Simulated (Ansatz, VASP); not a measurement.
## One calculation of Bi2Se3, two programs

```
Bi Se
1.0
     2.06517    1.19233    9.53991
    -2.06517    1.19233    9.53991
     0.00000   -2.38465    9.53991
Bi Se
2 3
Direct
  0.40026 0.40026 0.40026
  0.59974 0.59974 0.59974
  0.00000 0.00000 0.00000
  0.21164 0.21164 0.21164
  0.78836 0.78836 0.78836
```

Alike in both runs: task single point; functional PBEsol; k mesh 12 × 12 × 12; occupations gaussian, width 0.01 eV; no spin polarisation.

|  | VASP | Ansatz |
| --- | --- | --- |
| version | VASP 6.6.1 | Ansatz 0.2.0 |
| potentials or method | VASP PAW PBE potentials, release 64 (Bi_d, Se), cutoff 520 eV | scalar-relativistic, plane waves, PAW |
| valence electrons in the cell | 48 | 78 |

|  | VASP | Ansatz | Ansatz less VASP |
| --- | --- | --- | --- |
| gap on the k mesh at the Fermi level (eV) | 0.12 | 0.12 | +0.002 |
| least direct gap on the mesh (eV) | 0.12 | 0.12 | +0.002 |
| pressure (GPa) | 0.0 | 0.0 | -0.05 |
| rms of the force components (eV/Å) | 0.008 | 0.001 | -0.0065 |

VASP's potentials were made for PBE, not for PBEsol. Atom by atom the forces differ by 0.007 eV/Å (rms over components). VASP's potentials hold 48 valence electrons a cell and Ansatz's 78, so a difference there can come from the potentials and not from the codes.

Neither program's run includes spin-orbit coupling.
